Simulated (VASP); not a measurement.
# I (Fmmm) in VASP: further runs

The runs below take I through single point, with PBEsol, PBE.

All numbers are computed with VASP 6.6.1; they aren't measurements. Logs are shortened: lines on timing, memory, paths and dates and some standing lists are left out, and cuts for length are marked.

## 1. The cell of the first run

The structure is orthorhombic, space group Fmmm (No. 69). The conventional cell has a = 4.209 Å, b = 4.542 Å, c = 7.820 Å, α = 90.00°, β = 90.00°, γ = 90.00°. Within 4.1 Å of I (site symmetry mmm) lie 4 I at 3.10 Å.

## 2. Single point, PBEsol

Contents of INCAR:

```
PREC = Accurate ; ENCUT = 520
EDIFF = 1E-6 ; ISMEAR = -1
SIGMA = 0.05 ; LREAL = False
LASPH = True ; NELM = 80
ALGO = Normal ; ISIF = 2
LWAVE = False ; LCHARG = False
GGA = PS ; NBANDS = 10
```

Contents of KPOINTS:

```
Automatic mesh
0
Gamma
  9 9 9
```

Contents of POSCAR:

```
I
1.0
    0.0000000000      2.2709764251      3.9098401324
    2.1045556480      0.0000000000      3.9098401324
    2.1045556480      2.2709764251      0.0000000000
I
1
Direct
    0.0000000000      0.0000000000      0.0000000000
```

Potentials or basis: VASP PAW PBE potentials, release 64 (I).

Command:

```sh
> cat potpaw_PBE.64/I/POTCAR > POTCAR
> mpirun -np 1 vasp_std > vasp.out
```

OUTCAR:

```text
PREC = Accurate
   ENCUT = 520
   EDIFF = 1E-6
   ISMEAR = -1
   LREAL = False
   LASPH = True
   NELM = 80
   ISIF = 2
   GGA = PS

 ion  position               nearest neighbor table
   1  0.000  0.000  0.000-

  LATTYP: Found a face centered orthorhombic cell.
 ALAT       =     4.2091112960
 B/A-ratio  =     1.0790764441
 C/A-ratio  =     1.8577984080

  Lattice vectors:

 A1 = (   0.0000000000,   2.2709764251,   3.9098401324)
 A2 = (   2.1045556480,   0.0000000000,   3.9098401324)
 A3 = (   2.1045556480,   2.2709764251,   0.0000000000)

Analysis of symmetry for initial positions (statically):
=====================================================================
 Subroutine PRICEL returns:
 Original cell was already a primitive cell.

 Routine SETGRP: Setting up the symmetry group for a
 face centered orthorhombic supercell.

 Subroutine GETGRP returns: Found  8 space group operations
 (whereof  8 operations were pure point group operations)
 out of a pool of  8 trial point group operations.

The static configuration has the point symmetry D_2h.

Analysis of symmetry for dynamics (positions and initial velocities):
=====================================================================
 Subroutine PRICEL returns:
 Original cell was already a primitive cell.

 Routine SETGRP: Setting up the symmetry group for a
 face centered orthorhombic supercell.

 Subroutine GETGRP returns: Found  8 space group operations
 (whereof  8 operations were pure point group operations)
 out of a pool of  8 trial point group operations.

The dynamic configuration has the point symmetry D_2h.

 Subroutine INISYM returns: Found  8 space group operations
 (whereof  8 operations are pure point group operations),
 and found     1 'primitive' translations

----------------------------------------------------------------------------------------

                                     Primitive cell

  volume of cell :      37.3734

  direct lattice vectors                    reciprocal lattice vectors
     0.000000000  2.270976425  3.909840132    -0.237579843  0.220169613  0.127882467
     2.104555648  0.000000000  3.909840132     0.237579843 -0.220169613  0.127882467
     2.104555648  2.270976425  0.000000000     0.237579843  0.220169613 -0.127882467

  length of vectors
     4.521524498  4.440270750  3.096205484     0.348242394  0.348242394  0.348242394

  position of ions in fractional coordinates (direct lattice)
     0.000000000  0.000000000  0.000000000

  ion indices of the primitive-cell ions
   primitive index   ion index
                 1           1

----------------------------------------------------------------------------------------

 KPOINTS: Automatic mesh

Automatic generation of k-mesh.
 Grid dimensions read from file:
 generate k-points for:    9    9    9

 Generating k-lattice:

  Cartesian coordinates                     Fractional coordinates (reciprocal lattice)
    -0.026397760  0.024463290  0.014209163     0.111111111 -0.000000000  0.000000000
     0.026397760 -0.024463290  0.014209163    -0.000000000  0.111111111 -0.000000000
     0.026397760  0.024463290 -0.014209163     0.000000000  0.000000000  0.111111111

  Length of vectors
     0.038693599  0.038693599  0.038693599

  Shift w.r.t. Gamma in fractional coordinates (k-lattice)
     0.000000000  0.000000000  0.000000000

 Subroutine IBZKPT returns following result:
 ===========================================

 Found    125 irreducible k-points:

 Following reciprocal coordinates:
            Coordinates               Weight
  0.000000  0.000000  0.000000      1.000000
  0.111111  0.000000  0.000000      8.000000
  0.222222 -0.000000  0.000000      8.000000
  0.333333  0.000000  0.000000      8.000000
  0.444444 -0.000000  0.000000      8.000000
  0.111111  0.111111  0.000000      2.000000
[... 16 lines left out ...]
 -0.333333  0.333333  0.000000      4.000000
  0.444444  0.444444  0.000000      2.000000
 [... further k-points ...]
   k-points           NKPTS =    125   k-points in BZ     NKDIM =    125   number of bands    NBANDS=     10
   number of dos      NEDOS =    301   number of ions     NIONS =      1
   total plane-waves  NPLWV =  31104
   dimension x,y,z NGX =    36 NGY =   36 NGZ =   24
   dimension x,y,z NGXF=    72 NGYF=   72 NGZF=   48
   ions per type =               1
   NGX,Y,Z   is equivalent  to a cutoff of  13.24, 13.48, 12.89 a.u.
   NGXF,Y,Z  is equivalent  to a cutoff of  26.47, 26.96, 25.77 a.u.
 SYSTEM =  unknown system
   PREC   = accura    normal or accurate (medium, high low for compatibility)
   ISTART =      0    job   : 0-new  1-cont  2-samecut
   ICHARG =      2    charge: 1-file 2-atom 10-const
   ISPIN  =      1    spin polarized calculation?
   LNONCOLLINEAR =      F non collinear calculations
   LSORBIT =      F    spin-orbit coupling
   LASPH  =      T    aspherical Exc in radial PAW
   ENCUT  =  520.0 eV  38.22 Ry    6.18 a.u.   8.41  8.26  5.76*2*pi/ulx,y,z
   NELM   =     80;   NELMIN=  2; NELMDL= -5     # of ELM steps
   EDIFF  = 0.1E-05   stopping-criterion for ELM
   LREAL  =      F    real-space projection
   EDIFFG = 0.1E-04   stopping-criterion for IOM
   NSW    =      0    number of steps for IOM
   IBRION =     -1    ionic relax: 0-MD 1-quasi-New 2-CG
   NFREE  =      0    steps in history (QN), initial steepest desc. (CG)
   ISIF   =      2    stress and relaxation
   ISYM   =      2    0-nonsym 1-usesym 2-fastsym
   POTIM  = 0.5000    time-step for ionic-motion
   TEBEG  =    0.0;   TEEND  =   0.0 temperature during run
   PSTRESS=    0.0 pullay stress
   NELECT =       7.0000    total number of electrons
   NUPDOWN=      -1.0000    fix difference up-down
   EMIN   =  10.00;   EMAX   =-10.00  energy-range for DOS
   EFERMI =   0.00;   METHOD = LEGACY
   ISMEAR =    -1;   SIGMA  =   0.05  broadening in eV -4-tet -1-fermi 0-gaus
   EFERMI_NEDOS =   21; number of points for ismear=-14 and -15
   IALGO  =     38    algorithm
   IMIX   =      4    mixing-type and parameters
     AMIX     =   0.40;   BMIX     =  1.00
     AMIX_MAG =   1.60;   BMIX_MAG =  1.00
  volume/ion in A,a.u.               =      37.37       252.21
  Fermi-wavevector in a.u.,A,eV,Ry     =   0.936670  1.770051 11.937093  0.877352
  Thomas-Fermi vector in A             =   2.063704
   LORBIT       =      0    0 simple, 1 ext, 2 COOP (PROOUT), +10 PAW based schemes
   GGA     = PS    functional components
   LHFCALC =     F    Hartree Fock is set to
   AEXX    =    0.0000 exact exchange contribution
   IVDW    =     0    specifies the selected vdW correction
   LEPSILON=     F    determine dielectric tensor
   LRPA    =     F    only Hartree local field effects (RPA)
 non-spin polarized calculation
  energy-cutoff  :      520.00
  volume of cell :       37.37
 maximum number of plane-waves:      1037
 NGX is ok and might be reduce to    36
   NGX = 17   NGY = 17   NGZ = 11

 number of electron       7.0000001 magnetization

 Free energy of the ion-electron system (eV)
  ---------------------------------------------------
  ext. energy  EPLUGINS =         0.00000000
  ---------------------------------------------------
  free energy    TOTEN  =        -1.64499835 eV

  energy without entropy =       -1.64124962  energy(sigma->0) =       -1.64312398

 E-fermi :   4.5046     XC(G=0):  -8.7586

 val. band max:        4.4844297100   @ k =  -0.2222   0.0000   0.1111
 cond. band min:       4.5199839011   @ k =   0.4444   0.3333   0.1111
 fundamental gap:      0.0355541911
 Fermi energy:         4.5046011157

 k-point     1 :       0.0000    0.0000    0.0000
  band No.  band energies     occupation
      1     -10.2152      2.00000
      2       1.9109      2.00000
      3       5.4543      0.00000
      4       5.7625      0.00000
      5       8.2980      0.00000
      6      11.7296      0.00000
      7      12.8339      0.00000
      8      16.9320      0.00000
      9      16.9405      0.00000
     10      17.2428      0.00000

 k-point     2 :       0.1111    0.0000    0.0000
  band No.  band energies     occupation
      1     -10.0578      2.00000
      2       1.9294      2.00000
      3       4.2497      1.98785
      4       5.7249      0.00000
      5       8.6672      0.00000
      6      12.2517      0.00000
      7      13.9994      0.00000
      8      14.3826      0.00000
      9      17.1972      0.00000
     10      17.6861      0.00000

 k-point     3 :       0.2222   -0.0000    0.0000
  band No.  band energies     occupation
      1      -9.6116      2.00000
      2       1.7906      2.00000
      3       2.1486      2.00000
      4       5.9987      0.00000
      5       9.5008      0.00000
      6      12.2228      0.00000
      7      12.7394      0.00000
      8      16.9787      0.00000
      9      17.6314      0.00000
     10      18.3527      0.00000

 k-point     4 :       0.3333    0.0000    0.0000
  band No.  band energies     occupation
      1      -8.9835      2.00000
      2      -0.1861      2.00000
      3       2.2009      2.00000
      4       6.3585      0.00000
      5       9.4533      0.00000
      6      12.2254      0.00000
      7      13.3037      0.00000
      8      16.7348      0.00000
      9      18.4107      0.00000
     10      19.0940      0.00000
[... 222 lines left out ...]
 k-point    22 :      -0.4444    0.3333    0.0000
  band No.  band energies     occupation
      1      -9.4108      2.00000
      2       0.3583      2.00000
      3       1.7268      2.00000
      4       5.8412      0.00000
      5      12.2119      0.00000
      6      12.9681      0.00000
      7      15.8854      0.00000
      8      17.2919      0.00000
      9      18.3455      0.00000
     10      18.7418      0.00000

 k-point    23 :      -0.3333    0.3333    0.0000
  band No.  band energies     occupation
      1      -8.8424      2.00000
      2      -0.2987      2.00000
      3       1.0426      2.00000
      4       6.2560      0.00000
      5      11.4312      0.00000
      6      12.8557      0.00000
      7      14.8804      0.00000
      8      16.9539      0.00000
      9      18.7324      0.00000
     10      18.9286      0.00000

 k-point    24 :       0.4444    0.4444    0.0000
  band No.  band energies     occupation
      1      -9.9647      2.00000
      2      -0.2777      2.00000
      3       5.2390      0.00000
      4       5.5620      0.00000
      5      11.2664      0.00000
      6      11.9671      0.00000
      7      14.5573      0.00000
      8      18.8603      0.00000
      9      19.6754      0.00000
     10      19.8980      0.00000

 [... further k-points ...]
[... 5 lines left out ...]
  --------------------------------------------------------------------------------------
  -------------------------------------------------------------------------------------
  Total        0.7645978      0.9646163     -0.1100129      0.0000000      0.0000000      0.0000000
  in kB       32.7779330     41.3526299     -4.7161980      0.0000000      0.0000000      0.0000000
  external PRESSURE =      23.1381216 kB  Pullay stress =       0.0000000 kB

 VOLUME and BASIS-vectors are now :
 -----------------------------------------------------------------------------
  energy-cutoff  :      520.00
  volume of cell :       37.37
      direct lattice vectors                 reciprocal lattice vectors
     0.000000000  2.270976425  3.909840132    -0.237579843  0.220169613  0.127882467
     2.104555648  0.000000000  3.909840132     0.237579843 -0.220169613  0.127882467
     2.104555648  2.270976425  0.000000000     0.237579843  0.220169613 -0.127882467

 POSITION                                       TOTAL-FORCE (eV/Angst)
 -----------------------------------------------------------------------------------
      0.00000      0.00000      0.00000         0.000000      0.000000      0.000000
 -----------------------------------------------------------------------------------
    total drift:                                0.000000      0.000000      0.000000

  FREE ENERGIE OF THE ION-ELECTRON SYSTEM (eV)
  ---------------------------------------------------
  free  energy   TOTEN  =        -1.6449983504 eV

  energy  without entropy=       -1.6412496173  energy(sigma->0) =       -1.64312398
```

Run time: 20 s. Hardware: 1 thread of Intel Xeon Platinum 8559C (Emerald Rapids), shared host; peak memory 0.2 GiB.

Results:

```
Free energy : -1.6450 eV
Pressure    : 2.3 GPa
```

Stress tensor (GPa, compression positive):
```
 3.28  0.00  0.00
 0.00  4.14  0.00
 0.00  0.00 -0.47
```

Caveat: the PAW data sets were made with another functional, which shifts forces and pressure a little; spin-orbit coupling is left out, which moves the levels of the heavy elements; an odd number of electrons without spin polarisation forces a metal; a magnetic or distorted state may lie lower.

## 3. Single point, PBE

This run uses another cell than the first one, of 40.55 Å³/atom, 1.085 times its volume.

Contents of INCAR:

```
SYSTEM = I
ALGO = Normal
EDIFF = 1E-6
ENCUT = 520
GGA = PE
ISIF = 2
ISMEAR = -1
LASPH = .TRUE.
LCHARG = .FALSE.
LREAL = .FALSE.
LWAVE = .FALSE.
NBANDS = 10
NELM = 100
PREC = Accurate
SIGMA = 0.05
```

Contents of KPOINTS:

```
k-points
0
G
  5 5 5
  0 0 0
```

Contents of POSCAR:

```
I
1.0
    0.0000000000      2.3656004428      3.9098401324
    2.1922454667      0.0000000000      3.9098401324
    2.1922454667      2.3656004428      0.0000000000
I
1
Direct
    0.0000000000      0.0000000000      0.0000000000
```

Potentials or basis: VASP PAW PBE potentials, release 64 (I).

Command:

```sh
> cat potpaw_PBE.64/I/POTCAR > POTCAR
> mpirun -np 1 vasp_std > vasp.out
```

Run time: 5.1 s. Hardware: 1 thread of Intel Xeon 6975P-C (Granite Rapids), shared host; peak memory 0.17 GiB.

The run converged. Its results:

```yaml
Free_energy: -1.4193 eV
Pressure: 0.4 GPa
```

Stress tensor (GPa, compression positive):
```
-0.34  0.00  0.00
 0.00  0.72  0.00
 0.00  0.00  0.79
```

Levels at points of the mesh, in eV from the Fermi level:
```csv
k point,band 1,band 2,band 3,band 4,band 5,band 6,band 7,band 8,band 9
"(0.00, 0.00, 0.00)",-13.15,-1.24,1.51,1.81,5.24,8.23,8.93,12.82,13.14
```

Caveat: the k points lie up to 0.42 Å⁻¹ apart; spin-orbit coupling is left out, which moves the levels of the heavy elements; an odd number of electrons without spin polarisation forces a metal; a magnetic or distorted state may lie lower.
